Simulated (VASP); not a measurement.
# InP (rocksalt type) (Fm-3m) in VASP: further runs

The runs below take InP (rocksalt type) through single point, relaxation of cell and atoms, with LDA.

All numbers are computed with VASP 6.6.1; they aren't measurements. Logs are shortened: lines on timing, memory, paths and dates and some standing lists are left out, and cuts for length are marked.

## Step 1: The cell of the first run

The structure is cubic, space group Fm-3m (No. 225). The conventional cell has a = 5.417 Å, b = 5.417 Å, c = 5.417 Å, α = 90.00°, β = 90.00°, γ = 90.00°. Within 3.6 Å of In (site symmetry m-3m) lie 6 P at 2.71 Å. Within 3.6 Å of P (site symmetry m-3m) lie 6 In at 2.71 Å.

## Step 2: Single point, LDA

INCAR

```
ALGO = Normal
EDIFF = 1E-6
ENCUT = 520
ISIF = 2
ISMEAR = -1
LASPH = T
LCHARG = T
LELF = T
LREAL = F
LVHAR = T
LWAVE = F
NBANDS = 16
NELM = 80
PREC = Accurate
SIGMA = 0.05
```

KPOINTS

```
k-points
0
Gamma
  14 14 14
```

POSCAR

```
InP
1.0
    0.0000000000      2.7083233961      2.7083233961
    2.7083233961      0.0000000000      2.7083233961
    2.7083233961      2.7083233961      0.0000000000
In P
1 1
Direct
    0.0000000000      0.0000000000      0.0000000000
    0.5000000000      0.5000000000      0.5000000000
```

Potentials or basis: VASP PAW LDA potentials, release 64 (In_d, P).

The run is started by

```console
$ cat potpaw_LDA.64/In_d/POTCAR potpaw_LDA.64/P/POTCAR > POTCAR
$ mpirun -np 1 vasp_std > vasp.out
```

OUTCAR:

```text
EDIFF = 1E-6
   ENCUT = 520
   ISIF = 2
   ISMEAR = -1
   LASPH = T
   LREAL = F
   NELM = 80
   PREC = Accurate

 ion  position               nearest neighbor table
   1  0.000  0.000  0.000-   2 2.71   2 2.71   2 2.71   2 2.71   2 2.71   2 2.71
   2  0.500  0.500  0.500-   1 2.71   1 2.71   1 2.71   1 2.71   1 2.71   1 2.71

  LATTYP: Found a face centered cubic cell.
 ALAT       =     5.4166467922

  Lattice vectors:

 A1 = (   0.0000000000,   2.7083233961,   2.7083233961)
 A2 = (   2.7083233961,   0.0000000000,   2.7083233961)
 A3 = (   2.7083233961,   2.7083233961,   0.0000000000)

Analysis of symmetry for initial positions (statically):
=====================================================================
 Subroutine PRICEL returns:
 Original cell was already a primitive cell.

 Routine SETGRP: Setting up the symmetry group for a
 face centered cubic supercell.

 Subroutine GETGRP returns: Found 48 space group operations
 (whereof 48 operations were pure point group operations)
 out of a pool of 48 trial point group operations.

The static configuration has the point symmetry O_h .

Analysis of symmetry for dynamics (positions and initial velocities):
=====================================================================
 Subroutine PRICEL returns:
 Original cell was already a primitive cell.

 Routine SETGRP: Setting up the symmetry group for a
 face centered cubic supercell.

 Subroutine GETGRP returns: Found 48 space group operations
 (whereof 48 operations were pure point group operations)
 out of a pool of 48 trial point group operations.

The dynamic configuration has the point symmetry O_h .

 Subroutine INISYM returns: Found 48 space group operations
 (whereof 48 operations are pure point group operations),
 and found     1 'primitive' translations

----------------------------------------------------------------------------------------

                                     Primitive cell

  volume of cell :      39.7312

  direct lattice vectors                    reciprocal lattice vectors
     0.000000000  2.708323396  2.708323396    -0.184616062  0.184616062  0.184616062
     2.708323396  0.000000000  2.708323396     0.184616062 -0.184616062  0.184616062
     2.708323396  2.708323396  0.000000000     0.184616062  0.184616062 -0.184616062

  length of vectors
     3.830147678  3.830147678  3.830147678     0.319764399  0.319764399  0.319764399

  position of ions in fractional coordinates (direct lattice)
     0.000000000  0.000000000  0.000000000
     0.500000000  0.500000000  0.500000000

  ion indices of the primitive-cell ions
   primitive index   ion index
                 1           1
                 2           2

----------------------------------------------------------------------------------------

 KPOINTS: k-points

Automatic generation of k-mesh.
 Grid dimensions read from file:
 generate k-points for:   14   14   14

 Generating k-lattice:

  Cartesian coordinates                     Fractional coordinates (reciprocal lattice)
    -0.013186862  0.013186862  0.013186862     0.071428571  0.000000000  0.000000000
     0.013186862 -0.013186862  0.013186862     0.000000000  0.071428571  0.000000000
     0.013186862  0.013186862 -0.013186862     0.000000000  0.000000000  0.071428571

  Length of vectors
     0.022840314  0.022840314  0.022840314

  Shift w.r.t. Gamma in fractional coordinates (k-lattice)
     0.000000000  0.000000000  0.000000000

 Subroutine IBZKPT returns following result:
 ===========================================

 Found    104 irreducible k-points:

 Following reciprocal coordinates:
            Coordinates               Weight
  0.000000  0.000000  0.000000      1.000000
  0.071429  0.000000  0.000000      8.000000
  0.142857  0.000000  0.000000      8.000000
  0.214286  0.000000  0.000000      8.000000
  0.285714  0.000000  0.000000      8.000000
  0.357143  0.000000  0.000000      8.000000
[... 16 lines left out ...]
  0.214286  0.142857  0.000000     24.000000
  0.285714  0.142857  0.000000     24.000000
 [... further k-points ...]
   k-points           NKPTS =    104   k-points in BZ     NKDIM =    104   number of bands    NBANDS=     16
   number of dos      NEDOS =    301   number of ions     NIONS =      2
   total plane-waves  NPLWV =  21952
   dimension x,y,z NGX =    28 NGY =   28 NGZ =   28
   dimension x,y,z NGXF=    56 NGYF=   56 NGZF=   56
   ions per type =               1   1
   NGX,Y,Z   is equivalent  to a cutoff of  12.15, 12.15, 12.15 a.u.
   NGXF,Y,Z  is equivalent  to a cutoff of  24.31, 24.31, 24.31 a.u.
 SYSTEM =  unknown system
   PREC   = accura    normal or accurate (medium, high low for compatibility)
   ISTART =      0    job   : 0-new  1-cont  2-samecut
   ICHARG =      2    charge: 1-file 2-atom 10-const
   ISPIN  =      1    spin polarized calculation?
   LNONCOLLINEAR =      F non collinear calculations
   LSORBIT =      F    spin-orbit coupling
   LASPH  =      T    aspherical Exc in radial PAW
   ENCUT  =  520.0 eV  38.22 Ry    6.18 a.u.   7.12  7.12  7.12*2*pi/ulx,y,z
   NELM   =     80;   NELMIN=  2; NELMDL= -5     # of ELM steps
   EDIFF  = 0.1E-05   stopping-criterion for ELM
   LREAL  =      F    real-space projection
   EDIFFG = 0.1E-04   stopping-criterion for IOM
   NSW    =      0    number of steps for IOM
   IBRION =     -1    ionic relax: 0-MD 1-quasi-New 2-CG
   NFREE  =      0    steps in history (QN), initial steepest desc. (CG)
   ISIF   =      2    stress and relaxation
   ISYM   =      2    0-nonsym 1-usesym 2-fastsym
   POTIM  = 0.5000    time-step for ionic-motion
   TEBEG  =    0.0;   TEEND  =   0.0 temperature during run
   PSTRESS=    0.0 pullay stress
   NELECT =      18.0000    total number of electrons
   NUPDOWN=      -1.0000    fix difference up-down
   EMIN   =  10.00;   EMAX   =-10.00  energy-range for DOS
   EFERMI =   0.00;   METHOD = LEGACY
   ISMEAR =    -1;   SIGMA  =   0.05  broadening in eV -4-tet -1-fermi 0-gaus
   EFERMI_NEDOS =   21; number of points for ismear=-14 and -15
   IALGO  =     38    algorithm
   IMIX   =      4    mixing-type and parameters
     AMIX     =   0.40;   BMIX     =  1.00
     AMIX_MAG =   1.60;   BMIX_MAG =  1.00
  volume/ion in A,a.u.               =      19.87       134.06
  Fermi-wavevector in a.u.,A,eV,Ry     =   1.257347  2.376041 21.509742  1.580921
  Thomas-Fermi vector in A             =   2.391010
   LORBIT       =      0    0 simple, 1 ext, 2 COOP (PROOUT), +10 PAW based schemes
   GGA     = CA    functional components
   LHFCALC =     F    Hartree Fock is set to
   AEXX    =    0.0000 exact exchange contribution
   IVDW    =     0    specifies the selected vdW correction
   LEPSILON=     F    determine dielectric tensor
   LRPA    =     F    only Hartree local field effects (RPA)
 non-spin polarized calculation
  energy-cutoff  :      520.00
  volume of cell :       39.73
 maximum number of plane-waves:      1090
   NGX = 15   NGY = 15   NGZ = 15

 number of electron      18.0000010 magnetization

 Free energy of the ion-electron system (eV)
  ---------------------------------------------------
  ext. energy  EPLUGINS =         0.00000000
  ---------------------------------------------------
  free energy    TOTEN  =        -9.32396644 eV

  energy without entropy =       -9.31466894  energy(sigma->0) =       -9.31931769

 E-fermi :   7.6666     XC(G=0): -10.9437

 val. band max:        7.6590007541   @ k =   0.3571   0.1429   0.0714
 cond. band min:       7.6840478459   @ k =  -0.3571   0.1429   0.0000
 fundamental gap:      0.0250470918
 Fermi energy:         7.6666077850

 k-point     1 :       0.0000    0.0000    0.0000
  band No.  band energies     occupation
      1      -6.5596      2.00000
      2      -6.5596      2.00000
      3      -6.5309      2.00000
      4      -6.5309      2.00000
      5      -6.5309      2.00000
      6      -4.8277      2.00000
[... 8 lines left out ...]
     15      16.4019      0.00000
     16      16.4019      0.00000

 k-point     2 :       0.0714    0.0000    0.0000
  band No.  band energies     occupation
      1      -6.5624      2.00000
      2      -6.5624      2.00000
      3      -6.5312      2.00000
      4      -6.5269      2.00000
      5      -6.5269      2.00000
      6      -4.7587      2.00000
[... 8 lines left out ...]
     15      15.7927      0.00000
     16      16.3709      0.00000

 k-point     3 :       0.1429    0.0000    0.0000
  band No.  band energies     occupation
      1      -6.5725      2.00000
      2      -6.5725      2.00000
      3      -6.5328      2.00000
      4      -6.5135      2.00000
      5      -6.5135      2.00000
      6      -4.5530      2.00000
[... 8 lines left out ...]
     15      15.6667      0.00000
     16      16.1732      0.00000

 k-point     4 :       0.2143    0.0000    0.0000
  band No.  band energies     occupation
      1      -6.5885      2.00000
      2      -6.5885      2.00000
      3      -6.5362      2.00000
      4      -6.4925      2.00000
      5      -6.4925      2.00000
      6      -4.2161      2.00000
[... 8 lines left out ...]
     15      16.1650      0.00000
     16      16.1650      0.00000
[... 324 lines left out ...]
 k-point    22 :       0.1429    0.1429    0.0000
  band No.  band energies     occupation
      1      -6.6090      2.00000
      2      -6.5483      2.00000
      3      -6.5445      2.00000
      4      -6.5059      2.00000
      5      -6.5059      2.00000
      6      -4.4458      2.00000
[... 8 lines left out ...]
     15      17.8920      0.00000
     16      17.8920      0.00000

 k-point    23 :       0.2143    0.1429    0.0000
  band No.  band energies     occupation
      1      -6.6380      2.00000
      2      -6.5501      2.00000
      3      -6.5487      2.00000
      4      -6.4936      2.00000
      5      -6.4880      2.00000
      6      -4.1826      2.00000
[... 8 lines left out ...]
     15      17.6761      0.00000
     16      18.0903      0.00000

 k-point    24 :       0.2857    0.1429    0.0000
  band No.  band energies     occupation
      1      -6.6651      2.00000
      2      -6.5623      2.00000
      3      -6.5486      2.00000
      4      -6.4820      2.00000
      5      -6.4638      2.00000
      6      -3.7936      2.00000
[... 8 lines left out ...]
     15      17.9935      0.00000
     16      18.1707      0.00000

 [... further k-points ...]

------------------------ aborting loop because EDIFF is reached ----------------------------------------

  FORCE on cell =-STRESS in cart. coord.  units (eV):
  Direction    XX          YY          ZZ          XY          YZ          ZX
  --------------------------------------------------------------------------------------
  -------------------------------------------------------------------------------------
  Total        0.0173505      0.0173505      0.0173505      0.0000000      0.0000000      0.0000000
  in kB        0.6996650      0.6996650      0.6996650      0.0000000      0.0000000      0.0000000
  external PRESSURE =       0.6996650 kB  Pullay stress =       0.0000000 kB

 VOLUME and BASIS-vectors are now :
 -----------------------------------------------------------------------------
  energy-cutoff  :      520.00
  volume of cell :       39.73
      direct lattice vectors                 reciprocal lattice vectors
     0.000000000  2.708323396  2.708323396    -0.184616062  0.184616062  0.184616062
     2.708323396  0.000000000  2.708323396     0.184616062 -0.184616062  0.184616062
     2.708323396  2.708323396  0.000000000     0.184616062  0.184616062 -0.184616062

 POSITION                                       TOTAL-FORCE (eV/Angst)
 -----------------------------------------------------------------------------------
      0.00000      0.00000      0.00000         0.000000     -0.000000      0.000000
      2.70832      2.70832      2.70832        -0.000000      0.000000     -0.000000
 -----------------------------------------------------------------------------------
    total drift:                               -0.000000      0.000000      0.000000

  FREE ENERGIE OF THE ION-ELECTRON SYSTEM (eV)
  ---------------------------------------------------
  free  energy   TOTEN  =        -9.3239664366 eV

  energy  without entropy=       -9.3146689355  energy(sigma->0) =       -9.31931769
```

Run time: 88 s. Hardware: 1 thread of Intel Xeon 8259CL, shared host; peak memory 0.19 GiB.

Results:

```
Free energy            : -9.3240 eV
Pressure               : 0.1 GPa
Band gap on the k mesh : zero (bands 9 and 10 overlap by 2.92 eV)
```

Levels at points of the mesh, in eV from the Fermi level:
```tsv
k point	band 5	band 6	band 7	band 8	band 9	band 10	band 11	band 12	band 13	band 14
(0.00, 0.00, 0.00)	-14.20	-12.49	-0.30	-0.30	-0.30	0.95	7.17	7.17	7.17	8.74
(0.50, 0.00, 0.00)	-14.09	-10.16	-7.04	0.23	0.23	2.47	3.33	3.33	5.62	11.42
(0.50, 0.50, 0.00)	-14.05	-8.83	-5.36	-2.55	-2.54	-2.54	3.73	10.30	10.30	10.61
```

Caveat: spin-orbit coupling is left out, which moves the levels of the heavy elements.

## Step 3: Relaxation of cell and atoms, LDA

This run uses another cell than the first one, of 16.99 Å³/atom.

INCAR

```
SYSTEM = InP
PREC = Accurate
ENCUT = 600
EDIFF = 1E-6
ISMEAR = -1
SIGMA = 0.05
LREAL = .FALSE.
LASPH = .TRUE.
NELM = 100
ALGO = Normal
ISIF = 3
LWAVE = .FALSE.
LCHARG = .FALSE.
GGA = CA
IBRION = 2
NSW = 60
EDIFFG = -0.005
```

KPOINTS

```
regular mesh
0
G
  14 14 14
  0 0 0
```

POSCAR

```
InP
1.0
    0.0000000000      2.5708039839      2.5708039839
    2.5708039839      0.0000000000      2.5708039839
    2.5708039839      2.5708039839      0.0000000000
In P
1 1
Direct
    0.0000000000      0.0000000000      0.0000000000
    0.5000000000      0.5000000000      0.5000000000
```

Potentials or basis: VASP PAW LDA potentials, release 64 (In_d, P).

The run is started by

```console
$ cat potpaw_LDA.64/In_d/POTCAR potpaw_LDA.64/P/POTCAR > POTCAR
$ mpirun -np 1 vasp_std > vasp.out
```

It took 8.4 min on 1 thread of Intel Xeon 8259CL, shared host; peak memory 0.2 GiB.

Results (log left out):

* Free energy: -9.3226 eV
* Relaxed volume: 19.88 Å³/atom
* Relaxed cell: a = 3.831 Å, b = 3.831 Å, c = 3.831 Å, α = 60.00°, β = 60.00°, γ = 60.00°
* Space group after relaxing (to 0.1 Å): Fm-3m (No. 225)
* Energy gained by relaxing: 159.1 meV/atom
* Ionic steps: 19
* Pressure after relaxing: 0.0 GPa
* Band gap on the k mesh: zero (bands 9 and 10 overlap by 2.92 eV)

Step by step:
```tsv
step	energy change (eV)	largest force (eV/Å)	pressure (GPa)	volume (Å³)
1	0.0000	0.0000	20.42	33.98
2	-0.1251	0.0000	-8.98	45.78
3	-0.3182	0.0000	-0.18	39.86
4	-0.3182	0.0000	0.07	39.74
5	-0.3182	0.0000	0.07	39.74
6	-0.3182	0.0000	0.08	39.74
7	-0.3182	0.0000	0.08	39.74
8	-0.3182	0.0000	0.08	39.74
9	-0.3182	0.0000	0.07	39.74
10	-0.3182	0.0000	0.07	39.74
11	-0.3182	0.0000	0.07	39.74
12	-0.3182	0.0000	0.08	39.74
13	-0.3182	0.0000	0.08	39.74
14	-0.3182	0.0000	0.08	39.74
15	-0.3182	0.0000	0.08	39.74
16	-0.3182	0.0000	0.08	39.74
17	-0.3182	0.0000	0.09	39.74
18	-0.3182	0.0000	0.05	39.75
19	-0.3182	0.0000	0.03	39.76
```

Final structure:
```
In P
1.0
     0.00000    2.70891    2.70891
     2.70891    0.00000    2.70891
     2.70891    2.70891    0.00000
In P
1 1
Direct
  0.00000 0.00000 0.00000
  0.50000 0.50000 0.50000
```

Levels at points of the mesh, in eV from the Fermi level:
```csv
k point,band 7,band 8,band 9,band 10,band 11,band 12
"(0.00, 0.00, 0.00)",-0.30,-0.30,-0.30,0.94,7.17,7.17
"(0.50, 0.00, 0.00)",-7.03,0.23,0.23,2.47,3.33,3.33
"(0.50, 0.50, 0.00)",-5.36,-2.55,-2.53,-2.53,3.73,10.29
```

Caveat: the volume moved by over 15 % at a fixed basis, so the end points are rough; spin-orbit coupling is left out, which moves the levels of the heavy elements.
